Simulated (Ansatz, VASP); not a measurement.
## Two plane-wave programs on BaF2

Contents of INCAR:

```
PREC = Accurate
ENCUT = 600
EDIFF = 1E-6
ISMEAR = 0
SIGMA = 0.1
LREAL = F
LASPH = T
NELM = 120
ALGO = Normal
ISIF = 2
LWAVE = F
LCHARG = T
GGA = PE
LELF = T
LVHAR = T
NBANDS = 19
GGA_COMPAT = F
```

KPOINTS

```
Automatic mesh
0
Gamma
  6 6 6
```

File POSCAR:

```
BaF2
1.0
    0.0000000000      3.1128650000      3.1128650000
    3.1128650000      0.0000000000      3.1128650000
    3.1128650000      3.1128650000      0.0000000000
Ba F
1 2
Direct
    0.0000000000      0.0000000000      0.0000000000
    0.2500000000      0.2500000000      0.2500000000
    0.7500000000      0.7500000000      0.7500000000
```

Input for Ansatz:

```yaml
crystal:
  lattice:
    - [0.0, 3.112865, 3.112865]
    - [3.112865, 0.0, 3.112865]
    - [3.112865, 3.112865, 0.0]
  atoms:
    - { symbol: Ba, position: [0.0, 0.0, 0.0] }
    - { symbol: F, position: [0.25, 0.25, 0.25] }
    - { symbol: F, position: [0.75, 0.75, 0.75] }
basis:
  ecutwfc: 420
kpoints:
  mp_grid: { grid: [6, 6, 6] }
hamiltonian:
  xc: pbe
scf:
  occupations: { method: gaussian, width: 0.1 }
output:
  forces: true
  stress: true
  eigenvalues: true
```

Alike in both runs: task single point; functional PBE; k mesh 6 × 6 × 6; occupations gaussian, width 0.1 eV; no spin polarisation.

```csv
,VASP,Ansatz
version,VASP 6.6.1,Ansatz 0.2.0
potentials or method,"VASP PAW PBE potentials, release 64 (Ba_sv, F), cutoff 600 eV","scalar-relativistic, plane waves, PAW"
valence electrons in the cell,24,24
```

|  | VASP | Ansatz | Ansatz less VASP |
| --- | --- | --- | --- |
| gap on the k mesh at the Fermi level (eV) | 6.72 | 6.79 | +0.072 |
| least direct gap on the mesh (eV) | 6.78 | 6.86 | +0.083 |
| pressure (GPa) | 1.5 | 0.6 | -0.94 |

Spin-orbit coupling is off throughout.
